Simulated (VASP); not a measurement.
# Rh (Fm-3m) in VASP: notebook

The runs below take Rh through single point, relaxation of cell and atoms, with PBEsol.

All numbers are computed with VASP 6.6.1; they aren't measurements. Logs are shortened: lines on timing, memory, paths and dates and some standing lists are left out, and cuts for length are marked.

## 1. The cell of the first run

The structure is cubic, space group Fm-3m (No. 225). Conventional cell: a = 3.780 Å, b = 3.780 Å, c = 3.780 Å, α = 90.00°, β = 90.00°, γ = 90.00°. Rh (site symmetry m-3m) has 12 Rh at 2.67 Å within 3.5 Å.

## 2. Single point, PBEsol

INCAR reads:

```
SYSTEM = Rh
ALGO = Normal ; EDIFF = 1E-6
ENCUT = 520 ; GGA = PS
ISIF = 2 ; ISMEAR = 1
LASPH = .TRUE. ; LCHARG = .FALSE.
LREAL = .FALSE. ; LWAVE = .FALSE.
NBANDS = 14 ; NELM = 60
PREC = Accurate ; SIGMA = 0.05
```

KPOINTS reads:

```
k-points
0
G
  18 18 18
  0 0 0
```

POSCAR reads:

```
Rh
1.0
    0.0000000000      1.8898259779      1.8898259779
    1.8898259779      0.0000000000      1.8898259779
    1.8898259779      1.8898259779      0.0000000000
Rh
1
Direct
    0.0000000000      0.0000000000      0.0000000000
```

Potentials or basis: VASP PAW PBE potentials, release 64 (Rh_pv).

Command:

```console
$ cat potpaw_PBE.64/Rh_pv/POTCAR > POTCAR
$ mpirun -np 1 vasp_std > vasp.out
```

OUTCAR:

```text
SYSTEM = Rh
   EDIFF = 1E-6
   ENCUT = 520
   GGA = PS
   ISIF = 2
   ISMEAR = 1
   LASPH = .TRUE.
   LREAL = .FALSE.
   NELM = 60
   PREC = Accurate

 ion  position               nearest neighbor table
   1  0.000  0.000  0.000-

  LATTYP: Found a face centered cubic cell.
 ALAT       =     3.7796519558

  Lattice vectors:

 A1 = (   0.0000000000,   1.8898259779,   1.8898259779)
 A2 = (   1.8898259779,   0.0000000000,   1.8898259779)
 A3 = (   1.8898259779,   1.8898259779,   0.0000000000)

Analysis of symmetry for initial positions (statically):
=====================================================================
 Subroutine PRICEL returns:
 Original cell was already a primitive cell.

 Routine SETGRP: Setting up the symmetry group for a
 face centered cubic supercell.

 Subroutine GETGRP returns: Found 48 space group operations
 (whereof 48 operations were pure point group operations)
 out of a pool of 48 trial point group operations.

The static configuration has the point symmetry O_h .

Analysis of symmetry for dynamics (positions and initial velocities):
=====================================================================
 Subroutine PRICEL returns:
 Original cell was already a primitive cell.

 Routine SETGRP: Setting up the symmetry group for a
 face centered cubic supercell.

 Subroutine GETGRP returns: Found 48 space group operations
 (whereof 48 operations were pure point group operations)
 out of a pool of 48 trial point group operations.

The dynamic configuration has the point symmetry O_h .

 Subroutine INISYM returns: Found 48 space group operations
 (whereof 48 operations are pure point group operations),
 and found     1 'primitive' translations

----------------------------------------------------------------------------------------

                                     Primitive cell

  volume of cell :      13.4988

  direct lattice vectors                    reciprocal lattice vectors
     0.000000000  1.889825978  1.889825978    -0.264574625  0.264574625  0.264574625
     1.889825978  0.000000000  1.889825978     0.264574625 -0.264574625  0.264574625
     1.889825978  1.889825978  0.000000000     0.264574625  0.264574625 -0.264574625

  length of vectors
     2.672617528  2.672617528  2.672617528     0.458256693  0.458256693  0.458256693

  position of ions in fractional coordinates (direct lattice)
     0.000000000  0.000000000  0.000000000

  ion indices of the primitive-cell ions
   primitive index   ion index
                 1           1

----------------------------------------------------------------------------------------

 KPOINTS: k-points

Automatic generation of k-mesh.
 Grid dimensions read from file:
 generate k-points for:   18   18   18

 Generating k-lattice:

  Cartesian coordinates                     Fractional coordinates (reciprocal lattice)
    -0.014698590  0.014698590  0.014698590     0.055555556  0.000000000  0.000000000
     0.014698590 -0.014698590  0.014698590     0.000000000  0.055555556  0.000000000
     0.014698590  0.014698590 -0.014698590     0.000000000  0.000000000  0.055555556

  Length of vectors
     0.025458705  0.025458705  0.025458705

  Shift w.r.t. Gamma in fractional coordinates (k-lattice)
     0.000000000  0.000000000  0.000000000

 Subroutine IBZKPT returns following result:
 ===========================================

 Found    195 irreducible k-points:

 Following reciprocal coordinates:
            Coordinates               Weight
  0.000000  0.000000  0.000000      1.000000
  0.055556  0.000000  0.000000      8.000000
  0.111111  0.000000  0.000000      8.000000
  0.166667  0.000000  0.000000      8.000000
  0.222222  0.000000  0.000000      8.000000
  0.277778  0.000000  0.000000      8.000000
[... 16 lines left out ...]
 -0.277778  0.055556  0.000000     24.000000
 -0.222222  0.055556  0.000000     24.000000
 [... further k-points ...]
   k-points           NKPTS =    195   k-points in BZ     NKDIM =    195   number of bands    NBANDS=     14
   number of dos      NEDOS =    301   number of ions     NIONS =      1
   total plane-waves  NPLWV =   8000
   dimension x,y,z NGX =    20 NGY =   20 NGZ =   20
   dimension x,y,z NGXF=    40 NGYF=   40 NGZF=   40
   ions per type =               1
   NGX,Y,Z   is equivalent  to a cutoff of  12.44, 12.44, 12.44 a.u.
   NGXF,Y,Z  is equivalent  to a cutoff of  24.88, 24.88, 24.88 a.u.
 SYSTEM =  Rh
   PREC   = accura    normal or accurate (medium, high low for compatibility)
   ISTART =      0    job   : 0-new  1-cont  2-samecut
   ICHARG =      2    charge: 1-file 2-atom 10-const
   ISPIN  =      1    spin polarized calculation?
   LNONCOLLINEAR =      F non collinear calculations
   LSORBIT =      F    spin-orbit coupling
   LASPH  =      T    aspherical Exc in radial PAW
   ENCUT  =  520.0 eV  38.22 Ry    6.18 a.u.   4.97  4.97  4.97*2*pi/ulx,y,z
   NELM   =     60;   NELMIN=  2; NELMDL= -5     # of ELM steps
   EDIFF  = 0.1E-05   stopping-criterion for ELM
   LREAL  =      F    real-space projection
   EDIFFG = 0.1E-04   stopping-criterion for IOM
   NSW    =      0    number of steps for IOM
   IBRION =     -1    ionic relax: 0-MD 1-quasi-New 2-CG
   NFREE  =      0    steps in history (QN), initial steepest desc. (CG)
   ISIF   =      2    stress and relaxation
   ISYM   =      2    0-nonsym 1-usesym 2-fastsym
   POTIM  = 0.5000    time-step for ionic-motion
   TEBEG  =    0.0;   TEEND  =   0.0 temperature during run
   PSTRESS=    0.0 pullay stress
   NELECT =      15.0000    total number of electrons
   NUPDOWN=      -1.0000    fix difference up-down
   EMIN   =  10.00;   EMAX   =-10.00  energy-range for DOS
   EFERMI =   0.00;   METHOD = LEGACY
   ISMEAR =     1;   SIGMA  =   0.05  broadening in eV -4-tet -1-fermi 0-gaus
   EFERMI_NEDOS =   21; number of points for ismear=-14 and -15
   IALGO  =     38    algorithm
   IMIX   =      4    mixing-type and parameters
     AMIX     =   0.40;   BMIX     =  1.00
     AMIX_MAG =   1.60;   BMIX_MAG =  1.00
  volume/ion in A,a.u.               =      13.50        91.09
  Fermi-wavevector in a.u.,A,eV,Ry     =   1.695665  3.204343 39.120565  2.875280
  Thomas-Fermi vector in A             =   2.776668
   LORBIT       =      0    0 simple, 1 ext, 2 COOP (PROOUT), +10 PAW based schemes
   GGA     = PS    functional components
   LHFCALC =     F    Hartree Fock is set to
   AEXX    =    0.0000 exact exchange contribution
   IVDW    =     0    specifies the selected vdW correction
   LEPSILON=     F    determine dielectric tensor
   LRPA    =     F    only Hartree local field effects (RPA)
 non-spin polarized calculation
 Methfessel and Paxton  Order N= 1 SIGMA  =   0.05
  energy-cutoff  :      520.00
  volume of cell :       13.50
 maximum number of plane-waves:       375
   NGX =  9   NGY =  9   NGZ =  9

 number of electron      15.0000006 magnetization

 Free energy of the ion-electron system (eV)
  ---------------------------------------------------
  ext. energy  EPLUGINS =         0.00000000
  ---------------------------------------------------
  free energy    TOTEN  =        -8.13793697 eV

  energy without entropy =       -8.13800594  energy(sigma->0) =       -8.13795996

 E-fermi :  12.1087     XC(G=0): -14.3374

 val. band max:       12.1061270473   @ k =  -0.4444   0.3333   0.1667
 cond. band min:      12.1418039507   @ k =  -0.3889   0.1667   0.0000
 fundamental gap:      0.0356769033
 Fermi energy:        12.1086675460

 k-point     1 :       0.0000    0.0000    0.0000
  band No.  band energies     occupation
      1     -34.2765      2.00000
      2     -34.2765      2.00000
      3     -34.2765      2.00000
      4       3.9041      2.00000
      5       8.9071      2.00000
      6       8.9071      2.00000
      7       8.9071      2.00000
      8      11.0808      2.00000
      9      11.0808      2.00000
     10      28.0143      0.00000
     11      32.3979      0.00000
     12      33.5694      0.00000
     13      33.5694      0.00000
     14      33.5694      0.00000

 k-point     2 :       0.0556    0.0000    0.0000
  band No.  band energies     occupation
      1     -34.3011      2.00000
      2     -34.2798      2.00000
      3     -34.2798      2.00000
      4       4.0312      2.00000
      5       8.8492      2.00000
      6       8.9575      2.00000
      7       8.9575      2.00000
      8      11.0518      2.00000
      9      11.0518      2.00000
     10      28.2032      0.00000
     11      32.3949      0.00000
     12      32.8695      0.00000
     13      33.7580      0.00000
     14      33.7580      0.00000

 k-point     3 :       0.1111    0.0000    0.0000
  band No.  band energies     occupation
      1     -34.3714      2.00000
      2     -34.2893      2.00000
      3     -34.2893      2.00000
      4       4.3958      2.00000
      5       8.7044      2.00000
      6       9.0894      2.00000
      7       9.0894      2.00000
      8      10.9890      2.00000
      9      10.9890      2.00000
     10      28.7105      0.00000
     11      31.4038      0.00000
     12      32.4021      0.00000
     13      34.3057      0.00000
     14      34.3057      0.00000

 k-point     4 :       0.1667    0.0000    0.0000
  band No.  band energies     occupation
      1     -34.4783      2.00000
      2     -34.3037      2.00000
      3     -34.3037      2.00000
      4       4.9357      2.00000
      5       8.5631      2.00000
      6       9.2375      2.00000
      7       9.2375      2.00000
      8      10.9688      2.00000
      9      10.9688      2.00000
     10      29.3101      0.00000
     11      29.8115      0.00000
     12      32.4001      0.00000
     13      35.1569      0.00000
     14      35.1569      0.00000

 k-point     5 :       0.2222    0.0000    0.0000
  band No.  band energies     occupation
      1     -34.6078      2.00000
      2     -34.3214      2.00000
      3     -34.3214      2.00000
      4       5.5038      2.00000
      5       8.6005      2.00000
      6       9.3007      2.00000
      7       9.3007      2.00000
      8      11.1007      2.00000
      9      11.1007      2.00000
     10      28.1074      0.00000
     11      29.7291      0.00000
[... 276 lines left out ...]
 k-point    22 :      -0.3333    0.0556    0.0000
  band No.  band energies     occupation
      1     -34.9034      2.00000
      2     -34.3888      2.00000
      3     -34.3574      2.00000
      4       6.0291      2.00000
      5       9.0011      2.00000
      6       9.1116      2.00000
      7      10.0726      2.00000
      8      11.7401      2.00000
      9      12.5919     -0.00000
     10      24.0836      0.00000
     11      28.6619      0.00000
     12      32.3994      0.00000
     13      34.0357      0.00000
     14      36.0288      0.00000

 k-point    23 :      -0.2778    0.0556    0.0000
  band No.  band energies     occupation
      1     -34.7868      2.00000
      2     -34.3730      2.00000
      3     -34.3387      2.00000
      4       6.0249      2.00000
      5       9.0403      2.00000
      6       9.2606      2.00000
      7       9.2625      2.00000
      8      11.2562      2.00000
      9      12.0409      2.06654
     10      25.8966      0.00000
     11      29.3619      0.00000
     12      32.3994      0.00000
     13      34.9137      0.00000
     14      37.3125      0.00000

 k-point    24 :      -0.2222    0.0556    0.0000
  band No.  band energies     occupation
      1     -34.6559      2.00000
      2     -34.3537      2.00000
      3     -34.3195      2.00000
      4       5.7657      2.00000
      5       8.5466      2.00000
      6       9.3122      2.00000
      7       9.3671      2.00000
      8      10.8730      2.00000
      9      11.5786      2.00000
     10      27.6285      0.00000
     11      29.8178      0.00000
     12      32.3992      0.00000
     13      35.1523      0.00000
     14      36.9815      0.00000

 [... further k-points ...]
[... 5 lines left out ...]
  --------------------------------------------------------------------------------------
  -------------------------------------------------------------------------------------
  Total       -0.0074737     -0.0074737     -0.0074737      0.0000000      0.0000000      0.0000000
  in kB       -0.8870496     -0.8870496     -0.8870496      0.0000000      0.0000000      0.0000000
  external PRESSURE =      -0.8870496 kB  Pullay stress =       0.0000000 kB

 VOLUME and BASIS-vectors are now :
 -----------------------------------------------------------------------------
  energy-cutoff  :      520.00
  volume of cell :       13.50
      direct lattice vectors                 reciprocal lattice vectors
     0.000000000  1.889825978  1.889825978    -0.264574625  0.264574625  0.264574625
     1.889825978  0.000000000  1.889825978     0.264574625 -0.264574625  0.264574625
     1.889825978  1.889825978  0.000000000     0.264574625  0.264574625 -0.264574625

 POSITION                                       TOTAL-FORCE (eV/Angst)
 -----------------------------------------------------------------------------------
      0.00000      0.00000      0.00000        -0.000000     -0.000000     -0.000000
 -----------------------------------------------------------------------------------
    total drift:                                0.000000      0.000000      0.000000

  FREE ENERGIE OF THE ION-ELECTRON SYSTEM (eV)
  ---------------------------------------------------
  free  energy   TOTEN  =        -8.1379369745 eV

  energy  without entropy=       -8.1380059380  energy(sigma->0) =       -8.13795996
```

Wall time 17 s (1 thread of Intel Xeon Platinum 8488C (Sapphire Rapids), shared host); peak memory 0.15 GiB.

What came out:

```
Free energy : -8.1379 eV
Pressure    : -0.1 GPa
```

Caveat: the PAW data sets were made with another functional, which shifts forces and pressure a little.

## 3. Relaxation of cell and atoms, PBEsol

This run uses another cell than the first one, of 13.67 Å³/atom, 1.013 times its volume.

INCAR reads:

```
SYSTEM = Rh
PREC = Accurate
ENCUT = 600
EDIFF = 1E-6
ISMEAR = 1
SIGMA = 0.05
LREAL = .FALSE.
LASPH = .TRUE.
NELM = 60
ALGO = Normal
ISIF = 3
LWAVE = .FALSE.
LCHARG = .FALSE.
GGA = PS
IBRION = 2
NSW = 80
EDIFFG = -0.03
```

KPOINTS reads:

```
regular mesh
0
G
  18 18 18
  0 0 0
```

POSCAR reads:

```
Rh
1.0
    0.0000000000      1.8978500000      1.8978500000
    1.8978500000      0.0000000000      1.8978500000
    1.8978500000      1.8978500000      0.0000000000
Rh
1
Direct
    0.0000000000      0.0000000000      0.0000000000
```

Potentials or basis: VASP PAW PBE potentials, release 64 (Rh_pv).

Command:

```console
$ cat potpaw_PBE.64/Rh_pv/POTCAR > POTCAR
$ mpirun -np 1 vasp_std > vasp.out
```

It took 31 s on 1 thread of Intel Xeon Platinum 8488C (Sapphire Rapids), shared host; peak memory 0.17 GiB.

The run converged. Its results:

| Item | Value |
| --- | --- |
| Free energy | -8.1385 eV |
| Relaxed volume | 13.49 Å³/atom |
| Relaxed cell | a = 2.672 Å, b = 2.672 Å, c = 2.672 Å, α = 60.00°, β = 60.00°, γ = 60.00° |
| Space group after relaxing (to 0.05 Å) | Fm-3m (No. 225) |
| Energy gained by relaxing | 2.2 meV/atom |
| Ionic steps | 3 |
| Pressure after relaxing | 0.0 GPa |

The path:
```csv
step,energy change (eV),largest force (eV/Å),pressure (GPa),volume (Å³)
1,0.0000,0.0000,-3.84,13.67
2,0.0132,0.0000,11.27,13.03
3,-0.0022,0.0000,-0.04,13.49
```

Final structure:
```xyz
1
Lattice="0.0000 1.8895 1.8895 1.8895 0.0000 1.8895 1.8895 1.8895 0.0000" Properties=species:S:1:pos:R:3 pbc="T T T"
Rh    0.0000    0.0000    0.0000
```

Levels at points of the mesh, in eV from the Fermi level:
```
           k point  band 3  band 4  band 5  band 6  band 7  band 8  band 9  band 10  band 11
(0.00, 0.00, 0.00)  -46.39   -8.21   -3.20   -3.20   -3.20   -1.03   -1.03    15.91    20.29
(0.50, 0.00, 0.00)  -46.49   -6.34   -3.28   -3.28    0.58    0.58    0.62     8.77    15.42
(0.50, 0.50, 0.00)  -46.67   -6.54   -6.17    0.56    1.01    1.01    3.19    12.45    13.33
```

Caveat: the PAW data sets were made with another functional, which shifts forces and pressure a little.
